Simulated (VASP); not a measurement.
# ZnC in VASP: a series of runs

ZnC is run at these levels: PBE; tasks: single point, relaxation of cell and atoms.

All numbers are computed with VASP 6.6.1; they aren't measurements. Logs are shortened: lines on timing, memory, paths and dates and some standing lists are left out, and cuts for length are marked.

**1. The cell of the first run**

Symmetry: Fm-3m, No. 225, cubic system. Conventional cell: a = 4.389 Å, b = 4.389 Å, c = 4.389 Å, α = 90.00°, β = 90.00°, γ = 90.00°. Within 2.9 Å of Zn (site symmetry m-3m) lie 6 C at 2.19 Å. Within 2.9 Å of C (site symmetry m-3m) lie 6 Zn at 2.19 Å.

**2. Single point, PBE**

Input file INCAR:

```
SYSTEM = ZnC
ALGO     = Normal         ! electronic algorithm
EDIFF    = 1E-6           ! SCF threshold, eV
ENCUT    = 520            ! plane-wave cutoff, eV
GGA      = PE             ! functional
ISIF     = 2              ! what is computed and relaxed
ISMEAR   = 0              ! smearing method
LASPH    = .TRUE.         ! aspherical terms in the spheres
LCHARG   = .FALSE.        ! write CHGCAR
LREAL    = .FALSE.        ! projectors in reciprocal space
LWAVE    = .FALSE.        ! write WAVECAR
NBANDS   = 15             ! bands
NELM     = 100            ! most SCF steps
PREC     = Accurate       ! precision mode
SIGMA    = 0.1            ! smearing width, eV
```

Input file KPOINTS:

```
k-points
0
G
  6 6 6
  0 0 0
```

Input file POSCAR:

```
ZnC
1.0
    0.0000000000      2.1943332426      2.1943332426
    2.1943332426      0.0000000000      2.1943332426
    2.1943332426      2.1943332426      0.0000000000
Zn C
1 1
Direct
    0.0000000000      0.0000000000      0.0000000000
    0.5000000000      0.5000000000      0.5000000000
```

Potentials or basis: VASP PAW PBE potentials, release 64 (Zn, C).

Launch:

```sh
> cat potpaw_PBE.64/Zn/POTCAR potpaw_PBE.64/C/POTCAR > POTCAR
> mpirun -np 1 vasp_std > vasp.out
```

OUTCAR:

```text
SYSTEM = ZnC
   EDIFF = 1E-6
   ENCUT = 520
   GGA = PE
   ISIF = 2
   ISMEAR = 0
   LASPH = .TRUE.
   LREAL = .FALSE.
   NELM = 100
   PREC = Accurate

 ion  position               nearest neighbor table
   1  0.000  0.000  0.000-   2 2.19   2 2.19   2 2.19   2 2.19   2 2.19   2 2.19
   2  0.500  0.500  0.500-   1 2.19   1 2.19   1 2.19   1 2.19   1 2.19   1 2.19

  LATTYP: Found a face centered cubic cell.
 ALAT       =     4.3886664852

  Lattice vectors:

 A1 = (   0.0000000000,   2.1943332426,   2.1943332426)
 A2 = (   2.1943332426,   0.0000000000,   2.1943332426)
 A3 = (   2.1943332426,   2.1943332426,   0.0000000000)

Analysis of symmetry for initial positions (statically):
=====================================================================
 Subroutine PRICEL returns:
 Original cell was already a primitive cell.

 Routine SETGRP: Setting up the symmetry group for a
 face centered cubic supercell.

 Subroutine GETGRP returns: Found 48 space group operations
 (whereof 48 operations were pure point group operations)
 out of a pool of 48 trial point group operations.

The static configuration has the point symmetry O_h .

Analysis of symmetry for dynamics (positions and initial velocities):
=====================================================================
 Subroutine PRICEL returns:
 Original cell was already a primitive cell.

 Routine SETGRP: Setting up the symmetry group for a
 face centered cubic supercell.

 Subroutine GETGRP returns: Found 48 space group operations
 (whereof 48 operations were pure point group operations)
 out of a pool of 48 trial point group operations.

The dynamic configuration has the point symmetry O_h .

 Subroutine INISYM returns: Found 48 space group operations
 (whereof 48 operations are pure point group operations),
 and found     1 'primitive' translations

----------------------------------------------------------------------------------------

                                     Primitive cell

  volume of cell :      21.1319

  direct lattice vectors                    reciprocal lattice vectors
     0.000000000  2.194333243  2.194333243    -0.227859648  0.227859648  0.227859648
     2.194333243  0.000000000  2.194333243     0.227859648 -0.227859648  0.227859648
     2.194333243  2.194333243  0.000000000     0.227859648  0.227859648 -0.227859648

  length of vectors
     3.103255832  3.103255832  3.103255832     0.394664487  0.394664487  0.394664487

  position of ions in fractional coordinates (direct lattice)
[... 80 lines left out ...]
   PSTRESS=    0.0 pullay stress
   NELECT =      16.0000    total number of electrons
   NUPDOWN=      -1.0000    fix difference up-down
   EMIN   =  10.00;   EMAX   =-10.00  energy-range for DOS
   EFERMI =   0.00;   METHOD = LEGACY
   ISMEAR =     0;   SIGMA  =   0.10  broadening in eV -4-tet -1-fermi 0-gaus
   EFERMI_NEDOS =   21; number of points for ismear=-14 and -15
   IALGO  =     38    algorithm
   IMIX   =      4    mixing-type and parameters
     AMIX     =   0.40;   BMIX     =  1.00
     AMIX_MAG =   1.60;   BMIX_MAG =  1.00
  volume/ion in A,a.u.               =      10.57        71.30
  Fermi-wavevector in a.u.,A,eV,Ry     =   1.492115  2.819688 30.292101  2.226407
  Thomas-Fermi vector in A             =   2.604684
   LORBIT       =      0    0 simple, 1 ext, 2 COOP (PROOUT), +10 PAW based schemes
   GGA     = PE    functional components
   LHFCALC =     F    Hartree Fock is set to
   AEXX    =    0.0000 exact exchange contribution
   IVDW    =     0    specifies the selected vdW correction
   LEPSILON=     F    determine dielectric tensor
   LRPA    =     F    only Hartree local field effects (RPA)
 non-spin polarized calculation
 Gauss-broadening in eV      SIGMA  =   0.10
  energy-cutoff  :      520.00
  volume of cell :       21.13
 maximum number of plane-waves:       588
   NGX = 11   NGY = 11   NGZ = 11

 number of electron      16.0000000 magnetization

 Free energy of the ion-electron system (eV)
  ---------------------------------------------------
  ext. energy  EPLUGINS =         0.00000000
  ---------------------------------------------------
  free energy    TOTEN  =        -7.00329737 eV

  energy without entropy =       -6.99241586  energy(sigma->0) =       -6.99785661

 E-fermi :   4.0545     XC(G=0): -12.1455

 val. band max:        3.6059856081   @ k =  -0.1667   0.1667   0.0000
 cond. band min:       4.0557712487   @ k =   0.1667   0.1667   0.0000
 fundamental gap:      0.4497856406
 Fermi energy:         4.0545323328

 k-point     1 :       0.0000    0.0000    0.0000
  band No.  band energies     occupation
      1      -9.9027      2.00000
      2      -2.9434      2.00000
      3      -2.9434      2.00000
      4      -2.9434      2.00000
      5      -2.8477      2.00000
      6      -2.8477      2.00000
      7       5.0010      0.00000
      8       5.0010      0.00000
      9       5.0010      0.00000
     10      10.5864      0.00000
     11      18.8747      0.00000
     12      18.8747      0.00000
     13      18.8747      0.00000
     14      19.9074      0.00000
[... 257 lines left out ...]
      2      -3.2458      2.00000
      3      -3.0397      2.00000
      4      -2.9688      2.00000
      5      -2.4928      2.00000
      6      -0.9906      2.00000
      7      -0.4174      2.00000
      8       1.4042      2.00000
      9       1.6822      2.00000
     10       9.8667      0.00000
     11      14.2217      0.00000
     12      16.7093      0.00000
     13      17.0605      0.00000
     14      21.5091      0.00000
     15      25.7949      0.00000

------------------------ aborting loop because EDIFF is reached ----------------------------------------

  FORCE on cell =-STRESS in cart. coord.  units (eV):
  Direction    XX          YY          ZZ          XY          YZ          ZX
  --------------------------------------------------------------------------------------
  -------------------------------------------------------------------------------------
  Total        0.1044133      0.1044133      0.1044133     -0.0000000     -0.0000000      0.0000000
  in kB        7.9164141      7.9164141      7.9164141     -0.0000000     -0.0000000      0.0000000
  external PRESSURE =       7.9164141 kB  Pullay stress =       0.0000000 kB

 VOLUME and BASIS-vectors are now :
 -----------------------------------------------------------------------------
  energy-cutoff  :      520.00
  volume of cell :       21.13
      direct lattice vectors                 reciprocal lattice vectors
     0.000000000  2.194333243  2.194333243    -0.227859648  0.227859648  0.227859648
     2.194333243  0.000000000  2.194333243     0.227859648 -0.227859648  0.227859648
     2.194333243  2.194333243  0.000000000     0.227859648  0.227859648 -0.227859648

 POSITION                                       TOTAL-FORCE (eV/Angst)
 -----------------------------------------------------------------------------------
      0.00000      0.00000      0.00000         0.000000      0.000000      0.000000
      2.19433      2.19433      2.19433        -0.000000     -0.000000      0.000000
 -----------------------------------------------------------------------------------
    total drift:                                0.000000     -0.000000     -0.000000

  FREE ENERGIE OF THE ION-ELECTRON SYSTEM (eV)
  ---------------------------------------------------
  free  energy   TOTEN  =        -7.0032973669 eV

  energy  without entropy=       -6.9924158579  energy(sigma->0) =       -6.99785661
```

OSZICAR:

```text
N       E                     dE             d eps       ncg     rms          rms(c)
DAV:   1     0.605260313475E+02    0.60526E+02   -0.80307E+03   512   0.155E+03
DAV:   2    -0.519584612116E+01   -0.65722E+02   -0.59844E+02   529   0.246E+02
DAV:   3    -0.789872567223E+01   -0.27029E+01   -0.26811E+01   536   0.475E+01
DAV:   4    -0.791165801799E+01   -0.12932E-01   -0.12929E-01   571   0.332E+00
DAV:   5    -0.791169724759E+01   -0.39230E-04   -0.39229E-04   578   0.186E-01    0.748E+00
DAV:   6    -0.718007450235E+01    0.73162E+00   -0.44645E+00   602   0.627E+01    0.693E+00
DAV:   7    -0.700921722136E+01    0.17086E+00   -0.64894E-01   571   0.202E+01    0.301E+00
DAV:   8    -0.700489002219E+01    0.43272E-02   -0.39153E-02   599   0.320E+00    0.809E-01
DAV:   9    -0.700348531392E+01    0.14047E-02   -0.84256E-03   557   0.263E+00    0.841E-02
DAV:  10    -0.700328712207E+01    0.19819E-03   -0.69833E-04   666   0.629E-01    0.279E-02
DAV:  11    -0.700330919817E+01   -0.22076E-04   -0.13347E-04   688   0.244E-01    0.188E-02
DAV:  12    -0.700329714918E+01    0.12049E-04   -0.36887E-05   612   0.144E-01    0.336E-03
DAV:  13    -0.700329736687E+01   -0.21768E-06   -0.23357E-06   477   0.134E-02
   1 F= -.70032974E+01 E0= -.69978566E+01  d E =-.108815E-01
```

stdout:

```text
POSCAR found type information on POSCAR ZnC
 POSCAR found :  2 types and       2 ions
 scaLAPACK will be used
 LDA part: xc-table for (Slater+PW92), standard interpolation
 POSCAR, INCAR and KPOINTS ok, starting setup
 FFT: planning ... GRIDC
 FFT: planning ... GRID_SOFT
 FFT: planning ... GRID
 WAVECAR not read
 entering main loop
```

It took 5.9 s on 1 thread of Intel Xeon 6975P-C, shared host; peak memory 0.13 GiB.

What came out:

```yaml
Free_energy: -7.0033 eV
Pressure: 0.8 GPa
Band_gap_on_the_k_mesh: zero (band 8 reaches 5.79 eV, above the bottom of band 9 at 1.68 eV)
```

Caveat: the k points lie up to 0.41 Å⁻¹ apart.

**3. Relaxation of cell and atoms, PBE**

This run uses another cell than the first one, of 10.99 Å³/atom, 1.040 times its volume.

Input file INCAR:

```
  ALGO = Normal
  EDIFF = 1E-6
  EDIFFG = -0.04
  ENCUT = 600
  GGA = PE
  IBRION = 2
  ISIF = 3
  ISMEAR = 0
  LASPH = True
  LCHARG = False
  LREAL = False
  LWAVE = False
  NELM = 100
  NSW = 90
  PREC = Accurate
  SIGMA = 0.1
```

Input file KPOINTS:

```
k-points
0
Gamma
  6 6 6
```

Input file POSCAR:

```
ZnC
1.0
    0.0000000000      2.2232858879      2.2232858879
    2.2232858879      0.0000000000      2.2232858879
    2.2232858879      2.2232858879      0.0000000000
Zn C
1 1
Direct
    0.0000000000      0.0000000000      0.0000000000
    0.5000000000      0.5000000000      0.5000000000
```

Potentials or basis: VASP PAW PBE potentials, release 64 (Zn, C).

Launch:

```sh
> cat potpaw_PBE.64/Zn/POTCAR potpaw_PBE.64/C/POTCAR > POTCAR
> mpirun -np 1 vasp_std > vasp.out
```

It took 19 s on 1 thread of Intel Xeon 6975P-C, shared host; peak memory 0.16 GiB.

Results (log left out):

- Free energy: -7.0045 eV
- Relaxed volume: 10.63 Å³/atom
- Relaxed cell: a = 3.110 Å, b = 3.110 Å, c = 3.110 Å, α = 60.00°, β = 60.00°, γ = 60.00°
- Space group after relaxing (to 0.05 Å): Fm-3m (No. 225)
- Energy gained by relaxing: 4.9 meV/atom
- Ionic steps: 3
- Pressure after relaxing: 0.0 GPa
- Band gap on the k mesh: zero (band 8 reaches 5.72 eV, above the bottom of band 9 at 1.64 eV)

Step by step:
| step | energy change (eV) | largest force (eV/Å) | pressure (GPa) | volume (Å³) |
| --- | --- | --- | --- | --- |
| 1 | 0.0000 | 0.0000 | -4.34 | 21.98 |
| 2 | -0.0090 | 0.0000 | 1.47 | 21.05 |
| 3 | -0.0099 | 0.0000 | -0.01 | 21.26 |

Final structure:
```cif
data_structure
_symmetry_space_group_name_H-M 'P 1'
_symmetry_Int_Tables_number 1
_cell_length_a 3.1097
_cell_length_b 3.1097
_cell_length_c 3.1097
_cell_angle_alpha 60.000
_cell_angle_beta 60.000
_cell_angle_gamma 60.000
_cell_volume 21.26
loop_
_atom_site_label
_atom_site_type_symbol
_atom_site_fract_x
_atom_site_fract_y
_atom_site_fract_z
_atom_site_occupancy
Zn1 Zn 0.00000 0.00000 0.00000 1
C1 C 0.50000 0.50000 0.50000 1
```

Levels at points of the mesh, in eV from the Fermi level:
```
           k point  band 5  band 6  band 7  band 8  band 9  band 10  band 11  band 12
(0.00, 0.00, 0.00)   -6.88   -6.88    0.95    0.95    0.95     6.45    14.79    14.79
(0.50, 0.00, 0.00)   -6.63   -6.63   -5.12    1.73    1.73     6.87     9.95     9.95
(0.50, 0.50, 0.00)   -6.53   -5.54   -4.86   -1.58   -1.58     3.06     8.62    13.61
```

Caveat: the k points lie up to 0.41 Å⁻¹ apart in the final cell.

(Continued in part 2 of 2.)
